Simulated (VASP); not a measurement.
# SnSe (I4/mmm) in VASP: notebook

Runs on SnSe. Level: PBE+D3(BJ). Tasks: single point.

Everything below comes from runs of VASP 6.6.1. Logs are shortened: lines on timing, memory, paths and dates and some standing lists are left out, and cuts for length are marked.

### 1 The cell of the first run

It takes space group I4/mmm (No. 139, tetragonal). The conventional cell has a = 4.354 Å, b = 4.354 Å, c = 5.888 Å, α = 90.00°, β = 90.00°, γ = 90.00°. Within 3.9 Å of Sn (site symmetry 4/mmm) lie 6 Se at 2.94 to 3.08 Å. Within 3.9 Å of Se (site symmetry 4/mmm) lie 6 Sn at 2.94 to 3.08 Å.

### 2 Single point, PBE+D3(BJ) (strain +0.030 along x and y, -0.015 along z)

INCAR reads:

```
ALGO     = Normal         # electronic algorithm
EDIFF    = 1E-6           # SCF threshold, eV
ENCUT    = 520            # plane-wave cutoff, eV
GGA      = PE             # functional
ISIF     = 2              # what is computed and relaxed
ISMEAR   = 0              # smearing method
IVDW     = 12             # dispersion correction
LASPH    = T              # aspherical terms in the spheres
LCHARG   = F              # write CHGCAR
LREAL    = F              # projectors in reciprocal space
LWAVE    = F              # write WAVECAR
NBANDS   = 17             # bands
NELM     = 80             # most SCF steps
PREC     = Accurate       # precision mode
SIGMA    = 0.05           # smearing width, eV
```

KPOINTS reads:

```
k-points
0
Gamma
  10 10 10
```

POSCAR reads:

```
SnSe
1.0
    0.0000000000      3.0784319049      2.9439373071
    3.0784319049      0.0000000000      2.9439373071
    3.0784319049      3.0784319049      0.0000000000
Sn Se
1 1
Direct
    0.0000000000      0.0000000000      0.0000000000
    0.5000000000      0.5000000000      0.5000000000
```

Potentials or basis: VASP PAW PBE potentials, release 64 (Sn_d, Se).

The run is started by

```console
cat potpaw_PBE.64/Sn_d/POTCAR potpaw_PBE.64/Se/POTCAR > POTCAR
mpirun -np 1 vasp_std > vasp.out
```

OUTCAR:

```text
EDIFF = 1E-6
   ENCUT = 520
   GGA = PE
   ISIF = 2
   ISMEAR = 0
   IVDW = 12
   LASPH = T
   LREAL = F
   NELM = 80
   PREC = Accurate
 IVDW          = 12

 ion  position               nearest neighbor table
   1  0.000  0.000  0.000-   2 2.94   2 2.94   2 3.08   2 3.08   2 3.08   2 3.08
   2  0.500  0.500  0.500-   1 2.94   1 2.94   1 3.08   1 3.08   1 3.08   1 3.08

  LATTYP: Found a body centered tetragonal cell.
 ALAT       =     4.3535601508
 C/A-ratio  =     1.3524275329

  Lattice vectors:

 A1 = (   0.0000000000,  -3.0784319049,  -2.9439373071)
 A2 = (   0.0000000000,   3.0784319049,  -2.9439373071)
 A3 = (   3.0784319049,   0.0000000000,   2.9439373071)

Analysis of symmetry for initial positions (statically):
=====================================================================
 Subroutine PRICEL returns:
 Original cell was already a primitive cell.

 Routine SETGRP: Setting up the symmetry group for a
 body centered tetragonal supercell.

 Subroutine GETGRP returns: Found 16 space group operations
 (whereof 16 operations were pure point group operations)
 out of a pool of 16 trial point group operations.

The static configuration has the point symmetry D_4h.

Analysis of symmetry for dynamics (positions and initial velocities):
=====================================================================
 Subroutine PRICEL returns:
 Original cell was already a primitive cell.

 Routine SETGRP: Setting up the symmetry group for a
 body centered tetragonal supercell.

 Subroutine GETGRP returns: Found 16 space group operations
 (whereof 16 operations were pure point group operations)
 out of a pool of 16 trial point group operations.

The dynamic configuration has the point symmetry D_4h.

 Subroutine INISYM returns: Found 16 space group operations
 (whereof 16 operations are pure point group operations),
 and found     1 'primitive' translations

----------------------------------------------------------------------------------------

                                     Primitive cell

  volume of cell :      55.7979

  direct lattice vectors                    reciprocal lattice vectors
     0.000000000  3.078431905  2.943937307    -0.162420354  0.162420354  0.169840573
     3.078431905  0.000000000  2.943937307     0.162420354 -0.162420354  0.169840573
     3.078431905  3.078431905  0.000000000     0.162420354  0.162420354 -0.169840573

  length of vectors
     4.259519910  4.259519910  4.353560151     0.285668625  0.285668625  0.285668625

  position of ions in fractional coordinates (direct lattice)
     0.000000000  0.000000000  0.000000000
     0.500000000  0.500000000  0.500000000

  ion indices of the primitive-cell ions
   primitive index   ion index
                 1           1
                 2           2

----------------------------------------------------------------------------------------

 KPOINTS: k-points

Automatic generation of k-mesh.
 Grid dimensions read from file:
 generate k-points for:   10   10   10

 Generating k-lattice:

  Cartesian coordinates                     Fractional coordinates (reciprocal lattice)
    -0.016242035  0.016242035  0.016984057     0.100000000  0.000000000  0.000000000
     0.016242035 -0.016242035  0.016984057     0.000000000  0.100000000  0.000000000
     0.016242035  0.016242035 -0.016984057    -0.000000000 -0.000000000  0.100000000

  Length of vectors
     0.028566862  0.028566862  0.028566862

  Shift w.r.t. Gamma in fractional coordinates (k-lattice)
     0.000000000  0.000000000  0.000000000

 Subroutine IBZKPT returns following result:
 ===========================================

 Found    102 irreducible k-points:

 Following reciprocal coordinates:
            Coordinates               Weight
  0.000000  0.000000  0.000000      1.000000
  0.100000 -0.000000  0.000000      8.000000
  0.200000 -0.000000  0.000000      8.000000
  0.300000  0.000000  0.000000      8.000000
  0.400000 -0.000000  0.000000      8.000000
  0.500000 -0.000000  0.000000      4.000000
[... 16 lines left out ...]
  0.300000  0.300000  0.000000      2.000000
  0.400000  0.300000  0.000000      8.000000
 [... further k-points ...]
   k-points           NKPTS =    102   k-points in BZ     NKDIM =    102   number of bands    NBANDS=     17
   number of dos      NEDOS =    301   number of ions     NIONS =      2
   total plane-waves  NPLWV =  32768
   dimension x,y,z NGX =    32 NGY =   32 NGZ =   32
   dimension x,y,z NGXF=    64 NGYF=   64 NGZF=   64
   ions per type =               1   1
   NGX,Y,Z   is equivalent  to a cutoff of  12.49, 12.49, 12.22 a.u.
   NGXF,Y,Z  is equivalent  to a cutoff of  24.98, 24.98, 24.44 a.u.
 SYSTEM =  unknown system
   PREC   = accura    normal or accurate (medium, high low for compatibility)
   ISTART =      0    job   : 0-new  1-cont  2-samecut
   ICHARG =      2    charge: 1-file 2-atom 10-const
   ISPIN  =      1    spin polarized calculation?
   LNONCOLLINEAR =      F non collinear calculations
   LSORBIT =      F    spin-orbit coupling
   LASPH  =      T    aspherical Exc in radial PAW
   ENCUT  =  520.0 eV  38.22 Ry    6.18 a.u.   7.92  7.92  8.09*2*pi/ulx,y,z
   NELM   =     80;   NELMIN=  2; NELMDL= -5     # of ELM steps
   EDIFF  = 0.1E-05   stopping-criterion for ELM
   LREAL  =      F    real-space projection
   EDIFFG = 0.1E-04   stopping-criterion for IOM
   NSW    =      0    number of steps for IOM
   IBRION =     -1    ionic relax: 0-MD 1-quasi-New 2-CG
   NFREE  =      0    steps in history (QN), initial steepest desc. (CG)
   ISIF   =      2    stress and relaxation
   ISYM   =      2    0-nonsym 1-usesym 2-fastsym
   POTIM  = 0.5000    time-step for ionic-motion
   TEBEG  =    0.0;   TEEND  =   0.0 temperature during run
   PSTRESS=    0.0 pullay stress
   NELECT =      20.0000    total number of electrons
   NUPDOWN=      -1.0000    fix difference up-down
   EMIN   =  10.00;   EMAX   =-10.00  energy-range for DOS
   EFERMI =   0.00;   METHOD = LEGACY
   ISMEAR =     0;   SIGMA  =   0.05  broadening in eV -4-tet -1-fermi 0-gaus
   EFERMI_NEDOS =   21; number of points for ismear=-14 and -15
   IALGO  =     38    algorithm
   IMIX   =      4    mixing-type and parameters
     AMIX     =   0.40;   BMIX     =  1.00
     AMIX_MAG =   1.60;   BMIX_MAG =  1.00
  volume/ion in A,a.u.               =      27.90       188.27
  Fermi-wavevector in a.u.,A,eV,Ry     =   1.162909  2.197579 18.399928  1.352357
  Thomas-Fermi vector in A             =   2.299464
   LORBIT       =      0    0 simple, 1 ext, 2 COOP (PROOUT), +10 PAW based schemes
   GGA     = PE    functional components
   LHFCALC =     F    Hartree Fock is set to
   AEXX    =    0.0000 exact exchange contribution
   IVDW    =    12    specifies the selected vdW correction
   LEPSILON=     F    determine dielectric tensor
   LRPA    =     F    only Hartree local field effects (RPA)
 non-spin polarized calculation
 Gauss-broadening in eV      SIGMA  =   0.05
  energy-cutoff  :      520.00
  volume of cell :       55.80
 maximum number of plane-waves:      1524
   NGX = 15   NGY = 15   NGZ = 17

 number of electron      19.9999994 magnetization

 Free energy of the ion-electron system (eV)
  ---------------------------------------------------
  ext. energy  EPLUGINS =         0.00000000
  ---------------------------------------------------
  free energy    TOTEN  =        -8.19000363 eV

  energy without entropy =       -8.19000363  energy(sigma->0) =       -8.19000363

 E-fermi :   5.5667     XC(G=0):  -9.4911

 val. band max:        5.3398210259   @ k =   0.5000  -0.0000   0.0000
 cond. band min:       5.8162418421   @ k =  -0.4000   0.1000   0.0000
 fundamental gap:      0.4764208161
 Fermi energy:         5.5667110752

 k-point     1 :       0.0000    0.0000    0.0000
  band No.  band energies     occupation
      1     -16.2822      2.00000
      2     -16.2802      2.00000
      3     -16.2667      2.00000
      4     -16.2667      2.00000
      5     -16.2589      2.00000
      6      -8.3809      2.00000
[... 9 lines left out ...]
     16      11.4588      0.00000
     17      13.1584      0.00000

 k-point     2 :       0.1000   -0.0000    0.0000
  band No.  band energies     occupation
      1     -16.2818      2.00000
      2     -16.2804      2.00000
      3     -16.2662      2.00000
      4     -16.2658      2.00000
      5     -16.2594      2.00000
      6      -8.3135      2.00000
[... 9 lines left out ...]
     16      11.5917      0.00000
     17      13.7882      0.00000

 k-point     3 :       0.2000   -0.0000    0.0000
  band No.  band energies     occupation
      1     -16.2812      2.00000
      2     -16.2809      2.00000
      3     -16.2652      2.00000
      4     -16.2632      2.00000
      5     -16.2602      2.00000
      6      -8.1242      2.00000
[... 9 lines left out ...]
     16      12.1514      0.00000
     17      15.3748      0.00000

 k-point     4 :       0.3000    0.0000    0.0000
  band No.  band energies     occupation
      1     -16.2826      2.00000
      2     -16.2802      2.00000
      3     -16.2653      2.00000
      4     -16.2596      2.00000
      5     -16.2595      2.00000
      6      -7.8578      2.00000
[... 9 lines left out ...]
     16      13.0787      0.00000
     17      16.7951      0.00000
[... 343 lines left out ...]
      1     -16.2824      2.00000
      2     -16.2790      2.00000
      3     -16.2633      2.00000
      4     -16.2625      2.00000
      5     -16.2605      2.00000
      6      -7.7863      2.00000
[... 9 lines left out ...]
     16      14.9194      0.00000
     17      15.5737      0.00000

 k-point    23 :       0.3000    0.3000    0.0000
  band No.  band energies     occupation
      1     -16.2866      2.00000
      2     -16.2748      2.00000
      3     -16.2744      2.00000
      4     -16.2555      2.00000
      5     -16.2555      2.00000
      6      -7.6297      2.00000
[... 9 lines left out ...]
     16      15.0873      0.00000
     17      15.7418      0.00000

 k-point    24 :       0.4000    0.3000    0.0000
  band No.  band energies     occupation
      1     -16.2867      2.00000
      2     -16.2782      2.00000
      3     -16.2745      2.00000
      4     -16.2535      2.00000
      5     -16.2531      2.00000
      6      -7.4287      2.00000
[... 9 lines left out ...]
     16      15.7259      0.00000
     17      16.8647      0.00000

 [... further k-points ...]

------------------------ aborting loop because EDIFF is reached ----------------------------------------

 Edisp (eV)   -0.69016

 E8    (eV) :    -0.3111

  FORCE on cell =-STRESS in cart. coord.  units (eV):
  Direction    XX          YY          ZZ          XY          YZ          ZX
  --------------------------------------------------------------------------------------
  -------------------------------------------------------------------------------------
  Total      -1.27914    -1.27914     0.58636     0.00000    -0.00000     0.00000
  in kB     -36.72909   -36.72909    16.83662     0.00000    -0.00000     0.00000
  external pressure =      -18.87 kB  Pullay stress =        0.00 kB

 VOLUME and BASIS-vectors are now :
 -----------------------------------------------------------------------------
  energy-cutoff  :      520.00
  volume of cell :       55.80
      direct lattice vectors                 reciprocal lattice vectors
     0.000000000  3.078431905  2.943937307    -0.162420354  0.162420354  0.169840573
     3.078431905  0.000000000  2.943937307     0.162420354 -0.162420354  0.169840573
     3.078431905  3.078431905  0.000000000     0.162420354  0.162420354 -0.169840573

 POSITION                                       TOTAL-FORCE (eV/Angst)
 -----------------------------------------------------------------------------------
      0.00000      0.00000      0.00000         0.000000      0.000000     -0.000000
      3.07843      3.07843      2.94394         0.000000     -0.000000      0.000000
 -----------------------------------------------------------------------------------
    total drift:                                0.000000     -0.000000     -0.000000

  FREE ENERGIE OF THE ION-ELECTRON SYSTEM (eV)
  ---------------------------------------------------
  free  energy   TOTEN  =        -8.8801608685 eV

  energy  without entropy=       -8.8801608685  energy(sigma->0) =       -8.88016087
```

It took 23 s on 1 thread of Intel Xeon 6975P-C (Granite Rapids), shared host; peak memory 0.25 GiB.

Results:

```
Free energy                : -8.8802 eV
Pressure                   : -1.9 GPa
Band gap on the k mesh     : 0.48 eV (least direct gap 0.54 eV)
Dispersion energy per atom : -0.345 eV
```

Levels at points of the mesh, in eV from the valence-band top:
```
           k point  band 6  band 7  band 8  band 9  band 10  band 11  band 12  band 13  band 14  band 15
(0.00, 0.00, 0.00)  -13.72   -5.12   -2.42   -1.98    -1.98     3.89     3.89     4.96     5.80     5.80
(0.50, 0.00, 0.00)  -12.84   -7.95   -1.92   -1.86     0.00     0.54     1.15     1.41     8.18     9.85
(0.50, 0.50, 0.00)  -12.48   -6.10   -5.38   -3.59    -3.59     3.01     5.08     5.08     6.24    10.38
(0.50, 0.00, 0.50)  -12.63   -5.94   -5.28   -3.75    -3.25     3.16     4.77     5.63     5.86    10.16
```

Caveat: the cell differs from its parent crystal (strain +0.030 along x and y, -0.015 along z); the stress differs along the axes, from -4 to 2 GPa; semilocal functionals underestimate gaps, and a narrow one can read as zero; spin-orbit coupling is left out, which moves the levels of the heavy elements.

### 3 Single point, PBE+D3(BJ) (strain +0.030 along x and y, +0.000 along z)

INCAR reads:

```
SYSTEM = SnSe
ALGO     = Normal         ! electronic algorithm
EDIFF    = 1E-7           ! SCF threshold, eV
ENCUT    = 520            ! plane-wave cutoff, eV
GGA      = PE             ! functional
ISIF     = 2              ! what is computed and relaxed
ISMEAR   = 0              ! smearing method
IVDW     = 12             ! dispersion correction
LASPH    = .True.         ! aspherical terms in the spheres
LCHARG   = .True.         ! write CHGCAR
LELF     = .True.         ! ELF
LREAL    = .False.        ! projectors in reciprocal space
LVHAR    = .True.       
LWAVE    = .False.        ! write WAVECAR
NBANDS   = 17             ! bands
NELM     = 80             ! most SCF steps
PREC     = Accurate       ! precision mode
SIGMA    = 0.05           ! smearing width, eV
```

KPOINTS reads:

```
k-points
0
Gamma
  10 10 10
  0 0 0
```

POSCAR reads:

```
SnSe
1.0
    0.0000000000      3.0784319049      2.9887688397
    3.0784319049      0.0000000000      2.9887688397
    3.0784319049      3.0784319049      0.0000000000
Sn Se
1 1
Direct
    0.0000000000      0.0000000000      0.0000000000
    0.5000000000      0.5000000000      0.5000000000
```

Potentials or basis: VASP PAW PBE potentials, release 64 (Sn_d, Se).

The run is started by

```console
cat potpaw_PBE.64/Sn_d/POTCAR potpaw_PBE.64/Se/POTCAR > POTCAR
mpirun -np 1 vasp_std > vasp.out
```

Wall time 27 s (1 thread of Intel Xeon 6975P-C (Granite Rapids), shared host); peak memory 0.25 GiB.

It converged, with:

```
Free energy                : -8.8833 eV
Pressure                   : -2.6 GPa
Band gap on the k mesh     : 0.44 eV
Dispersion energy per atom : -0.340 eV
```

Stress tensor (GPa, compression positive):
```
-3.72  0.00  0.00
 0.00 -3.72  0.00
 0.00  0.00 -0.50
```

Levels at points of the mesh, in eV from the valence-band top:
| k point | band 7 | band 8 | band 9 | band 10 | band 11 | band 12 | band 13 | band 14 |
| --- | --- | --- | --- | --- | --- | --- | --- | --- |
| (0.00, 0.00, 0.00) | -5.20 | -2.29 | -2.00 | -2.00 | 3.94 | 3.94 | 4.62 | 5.83 |
| (0.50, 0.00, 0.00) | -7.88 | -1.88 | -1.84 | 0.00 | 0.44 | 1.18 | 1.34 | 8.13 |
| (0.50, 0.50, 0.00) | -6.08 | -5.27 | -3.52 | -3.52 | 3.08 | 5.03 | 5.03 | 5.99 |
| (0.50, 0.00, 0.50) | -5.98 | -5.21 | -3.62 | -3.29 | 3.17 | 4.83 | 5.53 | 5.59 |

Caveat: the cell differs from its parent crystal (strain +0.030 along x and y, +0.000 along z); semilocal functionals underestimate gaps, and a narrow one can read as zero; spin-orbit coupling is left out, which moves the levels of the heavy elements.
